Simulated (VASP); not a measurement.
# PtSe2 (P-3m1) in VASP: single point with PBE+D3(BJ)

Aim: the single point of PtSe2 with PBE+D3(BJ).

Program: VASP 6.6.1. These are calculated values, not measurements. Logs are shortened: lines on timing, memory, paths and dates and some standing lists are left out, and cuts for length are marked.

**1. The cell of the first run**

Symmetry: P-3m1, No. 164, trigonal system. Conventional cell: a = 3.772 Å, b = 3.772 Å, c = 4.821 Å, α = 90.00°, β = 90.00°, γ = 120.00°. Pt (site symmetry -3m) has 6 Se at 2.53 Å within 3.3 Å. Se (site symmetry 3m) has 3 Pt at 2.53 Å and 6 Se at 3.14 to 3.36 Å within 3.4 Å.

**2. Single point, PBE+D3(BJ)**

File POSCAR:

```
PtSe2
1.0
    3.7721519110      0.0000000000      0.0000000000
   -1.8860759555      3.2667793819      0.0000000000
    0.0000000000      0.0000000000      4.8211950331
Pt Se
1 2
Direct
    0.0000000000      0.0000000000      0.0000000000
    0.3333333333      0.6666666667      0.2653800067
    0.6666666667      0.3333333333      0.7346199933
```

File INCAR.step1:

```
SYSTEM = PtSe2
PREC = Accurate
ENCUT = 520
EDIFF = 1E-6
ISMEAR = 0
SIGMA = 0.05
LREAL = .False.
LASPH = .True.
NELM = 80
ALGO = Normal
ISIF = 2
LWAVE = .False.
LCHARG = .True.
LMAXMIX = 4
GGA = PE
IVDW = 12
NBANDS = 18
```

File KPOINTS.step1:

```
regular mesh
0
Gamma
  10 10 8
  0 0 0
```

File INCAR.step2:

```
SYSTEM = PtSe2
PREC = Accurate
ENCUT = 520
EDIFF = 1E-6
ISMEAR = -5
SIGMA = 0.05
LREAL = .False.
LASPH = .True.
NELM = 80
ALGO = Normal
ISIF = 2
LWAVE = .False.
LCHARG = .False.
LMAXMIX = 4
GGA = PE
IVDW = 12
LORBIT = 11
NBANDS = 18
NEDOS = 1001
ICHARG = 11
```

File KPOINTS.step2:

```
regular mesh
0
Gamma
  15 15 12
  0 0 0
```

Potentials or basis: VASP PAW PBE potentials, release 64 (Pt, Se).

Command:

```
> cat potpaw_PBE.64/Pt/POTCAR potpaw_PBE.64/Se/POTCAR > POTCAR
> cp INCAR.step1 INCAR
> cp KPOINTS.step1 KPOINTS
> mpirun -np 1 vasp_std > vasp.out
> cp INCAR.step2 INCAR
> cp KPOINTS.step2 KPOINTS
> mpirun -np 1 vasp_std > vasp.out
```

OUTCAR:

```text
SYSTEM = PtSe2
   PREC = Accurate
   ENCUT = 520
   EDIFF = 1E-6
   ISMEAR = -5
   LREAL = .False.
   LASPH = .True.
   NELM = 80
   ISIF = 2
   GGA = PE
   IVDW = 12
   LORBIT = 11
   ICHARG = 11
 IVDW          = 12

 ion  position               nearest neighbor table
   1  0.000  0.000  0.000-   2 2.53   3 2.53   3 2.53   2 2.53   3 2.53   2 2.53
   2  0.333  0.667  0.265-   1 2.53   1 2.53   1 2.53
   3  0.667  0.333  0.735-   1 2.53   1 2.53   1 2.53

  LATTYP: Found a hexagonal cell.
 ALAT       =     3.7721519110
 C/A-ratio  =     1.2781020348

  Lattice vectors:

 A1 = (   3.7721519110,   0.0000000000,   0.0000000000)
 A2 = (  -1.8860759555,   3.2667793819,   0.0000000000)
 A3 = (   0.0000000000,   0.0000000000,   4.8211950331)

Analysis of symmetry for initial positions (statically):
=====================================================================
 Subroutine PRICEL returns:
 Original cell was already a primitive cell.

 Routine SETGRP: Setting up the symmetry group for a
 hexagonal supercell.

 Subroutine GETGRP returns: Found 12 space group operations
 (whereof 12 operations were pure point group operations)
 out of a pool of 24 trial point group operations.

The static configuration has the point symmetry D_3d.

Analysis of symmetry for dynamics (positions and initial velocities):
=====================================================================
 Subroutine PRICEL returns:
 Original cell was already a primitive cell.

 Routine SETGRP: Setting up the symmetry group for a
 hexagonal supercell.

 Subroutine GETGRP returns: Found 12 space group operations
 (whereof 12 operations were pure point group operations)
 out of a pool of 24 trial point group operations.

The dynamic configuration has the point symmetry D_3d.

 Subroutine INISYM returns: Found 12 space group operations
 (whereof 12 operations are pure point group operations),
 and found     1 'primitive' translations

----------------------------------------------------------------------------------------

                                     Primitive cell

  volume of cell :      59.4106

  direct lattice vectors                    reciprocal lattice vectors
     3.772151911  0.000000000  0.000000000     0.265100670  0.153055943  0.000000000
    -1.886075955  3.266779382  0.000000000     0.000000000  0.306111887  0.000000000
     0.000000000  0.000000000  4.821195033     0.000000000  0.000000000  0.207417454

  length of vectors
     3.772151911  3.772151911  4.821195033     0.306111887  0.306111887  0.207417454

  position of ions in fractional coordinates (direct lattice)
     0.000000000  0.000000000  0.000000000
     0.333333333  0.666666667  0.265380007
     0.666666667  0.333333333  0.734619993

  ion indices of the primitive-cell ions
   primitive index   ion index
                 1           1
                 2           2
                 3           3

----------------------------------------------------------------------------------------

 KPOINTS: regular mesh

Automatic generation of k-mesh.
 Grid dimensions read from file:
 generate k-points for:   15   15   12

 Generating k-lattice:

  Cartesian coordinates                     Fractional coordinates (reciprocal lattice)
     0.017673378  0.010203730  0.000000000     0.066666667 -0.000000000  0.000000000
     0.000000000  0.020407459  0.000000000     0.000000000  0.066666667  0.000000000
     0.000000000  0.000000000  0.017284788     0.000000000  0.000000000  0.083333333

  Length of vectors
     0.020407459  0.020407459  0.017284788

  Shift w.r.t. Gamma in fractional coordinates (k-lattice)
     0.000000000  0.000000000  0.000000000

 TETIRR: Found   3944 inequivalent tetrahedra from    16200

 Subroutine IBZKPT returns following result:
 ===========================================

 Found    284 irreducible k-points:

 Following reciprocal coordinates:
            Coordinates               Weight
  0.000000  0.000000  0.000000      1.000000
  0.066667  0.000000  0.000000      6.000000
  0.133333  0.000000  0.000000      6.000000
  0.200000  0.000000  0.000000      6.000000
  0.266667  0.000000  0.000000      6.000000
  0.333333 -0.000000  0.000000      6.000000
[... 16 lines left out ...]
  0.333333  0.200000  0.000000     12.000000
  0.400000  0.200000  0.000000      6.000000
 [... further k-points ...]
   k-points           NKPTS =    284   k-points in BZ     NKDIM =    284   number of bands    NBANDS=     18
   number of dos      NEDOS =   1001   number of ions     NIONS =      3
   total plane-waves  NPLWV =  28224
   dimension x,y,z NGX =    28 NGY =   28 NGZ =   36
   dimension x,y,z NGXF=    56 NGYF=   56 NGZF=   72
   ions per type =               1   2
   NGX,Y,Z   is equivalent  to a cutoff of  12.34, 12.34, 12.41 a.u.
   NGXF,Y,Z  is equivalent  to a cutoff of  24.68, 24.68, 24.83 a.u.
 SYSTEM =  PtSe2
   PREC   = accura    normal or accurate (medium, high low for compatibility)
   ISTART =      0    job   : 0-new  1-cont  2-samecut
   ICHARG =     11    charge: 1-file 2-atom 10-const
   ISPIN  =      1    spin polarized calculation?
   LNONCOLLINEAR =      F non collinear calculations
   LSORBIT =      F    spin-orbit coupling
   LASPH  =      T    aspherical Exc in radial PAW
   ENCUT  =  520.0 eV  38.22 Ry    6.18 a.u.   7.01  7.01  8.96*2*pi/ulx,y,z
   NELM   =     80;   NELMIN=  2; NELMDL=  0     # of ELM steps
   EDIFF  = 0.1E-05   stopping-criterion for ELM
   LREAL  =      F    real-space projection
   EDIFFG = 0.1E-04   stopping-criterion for IOM
   NSW    =      0    number of steps for IOM
   IBRION =     -1    ionic relax: 0-MD 1-quasi-New 2-CG
   NFREE  =      0    steps in history (QN), initial steepest desc. (CG)
   ISIF   =      2    stress and relaxation
   ISYM   =      2    0-nonsym 1-usesym 2-fastsym
   POTIM  = 0.5000    time-step for ionic-motion
   TEBEG  =    0.0;   TEEND  =   0.0 temperature during run
   PSTRESS=    0.0 pullay stress
   NELECT =      22.0000    total number of electrons
   NUPDOWN=      -1.0000    fix difference up-down
   EMIN   =  10.00;   EMAX   =-10.00  energy-range for DOS
   EFERMI =   0.00;   METHOD = LEGACY
   ISMEAR =    -5;   SIGMA  =   0.05  broadening in eV -4-tet -1-fermi 0-gaus
   EFERMI_NEDOS =   21; number of points for ismear=-14 and -15
   IALGO  =     38    algorithm
   IMIX   =      4    mixing-type and parameters
     AMIX     =   0.40;   BMIX     =  1.00
     AMIX_MAG =   1.60;   BMIX_MAG =  1.00
  volume/ion in A,a.u.               =      19.80       133.64
  Fermi-wavevector in a.u.,A,eV,Ry     =   1.175604  2.221570 18.803870  1.382045
  Thomas-Fermi vector in A             =   2.311982
   LORBIT       =     11    0 simple, 1 ext, 2 COOP (PROOUT), +10 PAW based schemes
   GGA     = PE    functional components
   LHFCALC =     F    Hartree Fock is set to
   AEXX    =    0.0000 exact exchange contribution
   IVDW    =    12    specifies the selected vdW correction
   LEPSILON=     F    determine dielectric tensor
   LRPA    =     F    only Hartree local field effects (RPA)
 non-spin polarized calculation
 Fermi weights with tetrahedron method with Bloechl corrections
  energy-cutoff  :      520.00
  volume of cell :       59.41
 maximum number of plane-waves:      1620

 number of electron      21.9999997 magnetization

 Free energy of the ion-electron system (eV)
  ---------------------------------------------------
  ext. energy  EPLUGINS =         0.00000000
  ---------------------------------------------------
  free energy    TOTEN  =       -14.19620133 eV

  energy without entropy =      -14.19620133  energy(sigma->0) =      -14.19620133

 E-fermi :   6.7606     XC(G=0): -10.8230

 val. band max:        6.8752107115   @ k =   0.0000   0.2000   0.2500
 cond. band min:       6.6781046612   @ k =  -0.2000  -0.4667   0.0833
 fundamental gap:     -0.1971060503
 Fermi energy:         6.7605945150

 k-point     1 :       0.0000    0.0000    0.0000
  band No.  band energies     occupation
      1      -8.9553      2.00000
      2      -5.8567      2.00000
      3      -0.4014      2.00000
      4       0.4822      2.00000
      5       0.4822      2.00000
      6       2.9203      2.00000
[... 10 lines left out ...]
     17      13.9827      0.00000
     18      18.4768      0.00000

 k-point     2 :       0.0667    0.0000    0.0000
  band No.  band energies     occupation
      1      -8.9073      2.00000
      2      -5.8854      2.00000
      3      -0.3410      2.00000
      4       0.5138      2.00000
      5       0.5300      2.00000
      6       2.8580      2.00000
[... 10 lines left out ...]
     17      14.1293      0.00000
     18      17.5898      0.00000

 k-point     3 :       0.1333    0.0000    0.0000
  band No.  band energies     occupation
      1      -8.7661      2.00000
      2      -5.9671      2.00000
      3      -0.1646      2.00000
      4       0.6047      2.00000
      5       0.6688      2.00000
      6       2.6300      2.00000
[... 10 lines left out ...]
     17      14.5213      0.00000
     18      16.3872      0.00000

 k-point     4 :       0.2000    0.0000    0.0000
  band No.  band energies     occupation
      1      -8.5405      2.00000
      2      -6.0912      2.00000
      3       0.1108      2.00000
      4       0.7428      2.00000
      5       0.8806      2.00000
      6       2.1429      2.00000
[... 375 lines left out ...]
      4       0.8453      2.00000
      5       1.2284      2.00000
      6       1.6654      2.00000
[... 10 lines left out ...]
     17      15.3439      0.00000
     18      16.1219      0.00000

 k-point    23 :       0.3333    0.2000    0.0000
  band No.  band energies     occupation
      1      -7.2486      2.00000
      2      -6.7313      2.00000
      3      -0.1045      2.00000
      4       0.8632      2.00000
      5       1.2660      2.00000
      6       1.8428      2.00000
[... 10 lines left out ...]
     17      15.5395      0.00000
     18      16.5655      0.00000

 k-point    24 :       0.4000    0.2000    0.0000
  band No.  band energies     occupation
      1      -7.0810      2.00000
      2      -6.8502      2.00000
      3      -0.2467      2.00000
      4       0.8616      2.00000
      5       1.2831      2.00000
      6       1.8806      2.00000
[... 10 lines left out ...]
     17      15.6944      0.00000
     18      17.1241      0.00000

 [... further k-points ...]

------------------------ aborting loop because EDIFF is reached ----------------------------------------

 Edisp (eV)   -1.46999

 E8    (eV) :    -0.6316

  FORCE on cell =-STRESS in cart. coord.  units (eV):
  Direction    XX          YY          ZZ          XY          YZ          ZX
  --------------------------------------------------------------------------------------
  -------------------------------------------------------------------------------------
  Total      -0.07134    -0.07134    -0.11706     0.00000     0.00000     0.00000
  in kB      -1.92402    -1.92402    -3.15686     0.00000     0.00000     0.00000
  external pressure =       -2.33 kB  Pullay stress =        0.00 kB

 VOLUME and BASIS-vectors are now :
 -----------------------------------------------------------------------------
  energy-cutoff  :      520.00
  volume of cell :       59.41
      direct lattice vectors                 reciprocal lattice vectors
     3.772151911  0.000000000  0.000000000     0.265100670  0.153055943  0.000000000
    -1.886075955  3.266779382  0.000000000     0.000000000  0.306111887  0.000000000
     0.000000000  0.000000000  4.821195033     0.000000000  0.000000000  0.207417454

 POSITION                                       TOTAL-FORCE (eV/Angst)
 -----------------------------------------------------------------------------------
      0.00000      0.00000      0.00000        -0.000000      0.000000      0.000000
     -0.00000      2.17785      1.27945         0.000000      0.000000      0.004628
      1.88608      1.08893      3.54175         0.000000     -0.000000     -0.004628
 -----------------------------------------------------------------------------------
    total drift:                               -0.000000     -0.000000     -0.000000

  FREE ENERGIE OF THE ION-ELECTRON SYSTEM (eV)
  ---------------------------------------------------
  free  energy   TOTEN  =       -15.6661872367 eV

  energy  without entropy=      -15.6661872367  energy(sigma->0) =      -15.66618724

 total charge

# of ion       s       p       d       tot
------------------------------------------
    1        0.673   0.673   8.022   9.368
    2        1.488   2.219   0.070   3.777
    3        1.488   2.219   0.070   3.777
--------------------------------------------------
tot          3.650   5.110   8.163  16.922
```

It took 3.4 min on 1 thread of Intel Xeon 8259CL, shared host; peak memory 0.41 GiB.

Results:

| Item | Value |
| --- | --- |
| Valence electrons inside the program's atomic spheres | Pt 9.37; Se 3.78 |
| Dispersion energy per atom | -0.490 eV |

Caveat: spin-orbit coupling is left out, which moves the levels of the heavy elements.
